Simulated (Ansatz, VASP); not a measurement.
# Pd in VASP and in Ansatz

INCAR

```
  PREC = Accurate
  ENCUT = 500
  EDIFF = 1E-6
  ISMEAR = -1
  SIGMA = 0.1
  LREAL = False
  LASPH = True
  NELM = 120
  ALGO = Normal
  ISIF = 2
  LWAVE = False
  LCHARG = True
  GGA = RE
  LELF = True
  LVHAR = True
  NBANDS = 11
  GGA_COMPAT = False
```

File KPOINTS:

```
Automatic mesh
0
Gamma
  16 16 16
```

Contents of POSCAR:

```
Pd
1.0
   -1.6221364100      1.6221364100      1.6221364100
    1.6221364100     -1.6221364100      1.6221364100
    1.6221364100      1.6221364100     -1.6221364100
Pd
1
Direct
    0.0000000000      0.0000000000      0.0000000000
```

Input for Ansatz:

```yaml
crystal:
  lattice:
    - [-1.62213641, 1.62213641, 1.62213641]
    - [1.62213641, -1.62213641, 1.62213641]
    - [1.62213641, 1.62213641, -1.62213641]
  atoms:
    - { symbol: Pd, position: [0.0, 0.0, 0.0] }
hamiltonian:
  xc: revpbe
  pseudopotentials:
    kind: paw
    azcp:
      Pd: "pseudopotentials/Pd.paw.azcp"
basis:
  ecutwfc: 420
  fft_grid_basis: typed
kpoints:
  mp_grid: { grid: [16, 16, 16], shift: [0, 0, 0] }
magnetization:
  spin_polarized: false
scf:
  occupations: { method: fermi_dirac, width: 0.1 }
  lower_state_search: "off"
output:
  stress: true
```

Alike in both runs: task single point; functional revPBE; k mesh 16 × 16 × 16; occupations fermi-dirac, width 0.1 eV; no spin polarisation.

|  | VASP | Ansatz |
| --- | --- | --- |
| version | VASP 6.6.1 | Ansatz 0.2.0 |
| potentials or method | VASP PAW PBE potentials, release 64 (Pd), cutoff 500 eV | plane waves (420 eV) with PAW, scalar-relativistic |
| valence electrons in the cell | 10 | 18 |

Ansatz gave:

| Quantity | Value |
| --- | --- |
| pressure (GPa) | -9.2 |

**Question.** Which values does VASP return?

**Answer.** Pressure (GPa): -9.3.

VASP's potentials were made for PBE, not for revPBE. VASP's potentials hold 10 valence electrons a cell and Ansatz's 18, so a difference there can come from the potentials and not from the codes.
